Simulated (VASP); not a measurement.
## La2LuN3: single point with PBE

La2LuN3:

```
La Lu N
1.0
     3.61852    0.00000    0.00000
    -1.80926    3.13373    0.00000
     0.00000    0.00000    8.93793
La Lu N
2 1 3
Direct
  0.33333 0.66667 0.67607
  0.66667 0.33333 0.32393
  0.00000 0.00000 0.00000
  0.00000 0.00000 0.50000
  0.33333 0.66667 0.14900
  0.66667 0.33333 0.85100
```

```json
{
 "Program": "VASP 6.6.1",
 "Task": "single point",
 "Functional": "PBE",
 "Potentials or basis": "VASP PAW PBE potentials, release 64 (La, Lu, N)",
 "Cutoff": "520 eV",
 "k mesh": "12 × 12 × 4",
 "Occupations": "gaussian, width 0.01 eV",
 "Spin": "no spin polarisation",
 "Dipole correction": "no",
 "k mesh for the DOS": "18 × 18 × 6",
 "Occupations for the DOS": "tetrahedron",
 "Further INCAR settings": "ALGO = Normal; EDIFF = 1e-07"
}
```

| Property | Result |
| --- | --- |
| Valence electrons inside the program's atomic spheres | La 8.64; Lu 23.15; N 3.62, 3.61 (each value once) |

Levels at points of the mesh, in eV from the valence-band top:
```
           k point  band 29  band 30  band 31  band 32  band 33  band 34
(0.00, 0.00, 0.00)    -0.01    -0.01     0.00     2.73     3.19     3.26
(0.50, 0.00, 0.00)    -0.20    -0.03    -0.02     0.24     3.19     3.29
(0.00, 0.00, 0.50)    -0.71    -0.47    -0.47     2.71     2.75     3.56
(0.50, 0.00, 0.50)    -0.68    -0.39    -0.14     1.33     1.40     3.93
```

Run time: 43 min on 1 thread of Intel Xeon 8259CL, with other jobs on the host, peak memory 0.84 GiB.

Caveat: spin-orbit coupling is left out, which moves the levels of the heavy elements.
